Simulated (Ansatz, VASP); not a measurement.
**HfN in VASP and in Ansatz**

The input INCAR:

```
SYSTEM = HfN
PREC = Accurate ; ENCUT = 600
EDIFF = 1E-6 ; ISMEAR = -1
SIGMA = 0.1 ; LREAL = .False.
LASPH = .True. ; NELM = 120
ALGO = Normal ; ISIF = 2
LWAVE = .False. ; LCHARG = .True.
LELF = .True. ; LVHAR = .True.
NBANDS = 14 ; GGA_COMPAT = .False.
```

KPOINTS

```
Automatic mesh
0
Gamma
  11 11 11
  0 0 0
```

Contents of POSCAR:

```
HfN
1.0
    0.0000000000      2.2151584180      2.2151584180
    2.2151584180      0.0000000000      2.2151584180
    2.2151584180      2.2151584180      0.0000000000
Hf N
1 1
Direct
    0.0000000000      0.0000000000      0.0000000000
    0.5000000000      0.5000000000      0.5000000000
```

Input for Ansatz:

```yaml
crystal:
  lattice:
    - [0.0, 2.215158417976578, 2.215158417976578]
    - [2.215158417976578, 0.0, 2.215158417976578]
    - [2.215158417976578, 2.215158417976578, 0.0]
  atoms:
    - { symbol: Hf, position: [0.0, 0.0, 0.0] }
    - { symbol: "N", position: [0.5, 0.5, 0.5] }
basis:
  ecutwfc: 420.0
kpoints:
  mp_grid:
    grid: [11, 11, 11]
hamiltonian:
  xc: lda
scf:
  occupations:
    method: fermi_dirac
output:
  stress: true
```

Alike in both runs: task single point; functional LDA; k mesh 11 × 11 × 11; no spin polarisation.

|  | VASP | Ansatz |
| --- | --- | --- |
| version | VASP 6.6.1 | Ansatz 0.2.0 |
| potentials or method | VASP PAW LDA potentials, release 64 (Hf_pv, N), cutoff 600 eV | plane waves, PAW |
| occupations | fermi-dirac, width 0.1 eV | fermi-dirac |
| valence electrons in the cell | 15 | 31 |

Ansatz gave:

| Property | Result |
| --- | --- |
| pressure (GPa) | 8.2 |

Estimate VASP's values.

pressure (GPa): 7.0.

LDA's correlation is that of Perdew and Zunger in VASP and of Perdew and Wang (1992) in Ansatz. VASP's potentials hold 15 valence electrons a cell and Ansatz's 31, so a difference there can come from the potentials and not from the codes.

Spin-orbit coupling is off throughout.
